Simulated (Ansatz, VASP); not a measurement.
Ti: VASP beside Ansatz

Contents of INCAR:

```
PREC = Accurate
ENCUT = 520
EDIFF = 1E-6
ISMEAR = 0
SIGMA = 0.15
LREAL = F
LASPH = T
NELM = 60
ALGO = Normal
ISIF = 2
LWAVE = F
LCHARG = T
GGA = PS
LELF = T
LVHAR = T
NBANDS = 19
```

Contents of KPOINTS:

```
regular mesh
0
Gamma
  18 18 10
```

The input POSCAR:

```
Ti
1.0
    2.7139980316      0.0000000000      0.0000000000
   -1.3569990158      2.3503912412      0.0000000000
    0.0000000000      0.0000000000      4.3111200000
Ti
2
Direct
    0.3333333333      0.6666666667      0.2500000000
    0.6666666667      0.3333333333      0.7500000000
```

Input for Ansatz:

```yaml
crystal:
  lattice:
    - [2.7139980316, 0.0, 0.0]
    - [-1.3569990158, 2.3503912412, 0.0]
    - [0.0, 0.0, 4.31112]
  atoms:
    - { symbol: Ti, position: [0.3333333333, 0.6666666667, 0.25] }
    - { symbol: Ti, position: [0.6666666667, 0.3333333333, 0.75] }
basis:
  ecutwfc: 420
kpoints:
  mp_grid: { grid: [18, 18, 10] }
hamiltonian:
  xc: pbesol
scf:
  occupations: { method: gaussian, width: 0.15 }
output:
  forces: true
  stress: true
  eigenvalues: true
```

Change from the starting cell: strain -0.080 along x and y, -0.080 along z, atoms carried along.

Alike in both runs: task single point; functional PBEsol; k mesh 18 × 18 × 10; occupations gaussian, width 0.15 eV; no spin polarisation.

```csv
,VASP,Ansatz
version,VASP 6.6.1,Ansatz 0.2.0
potentials or method,"VASP PAW PBE potentials, release 64 (Ti_sv), cutoff 520 eV","scalar-relativistic, plane waves, PAW"
valence electrons in the cell,24,24
```

Ansatz gave:

| Item | Value |
| --- | --- |
| gap on the k mesh at the Fermi level (eV) | none |
| pressure (GPa) | 32.6 |
| traceless stress, the component that is largest in VASP (GPa) | 0.48 |

Question: Which values does VASP return?

Answer: gap on the k mesh at the Fermi level (eV): none; pressure (GPa): 31.8; traceless stress, the component that is largest in VASP (GPa): 0.49.

VASP's potentials were made for PBE, not for PBEsol. A gap of «none» marks a metal or a gap that the smearing closes. Both programs put the cell under a high pressure, so it lies far from rest at this level.
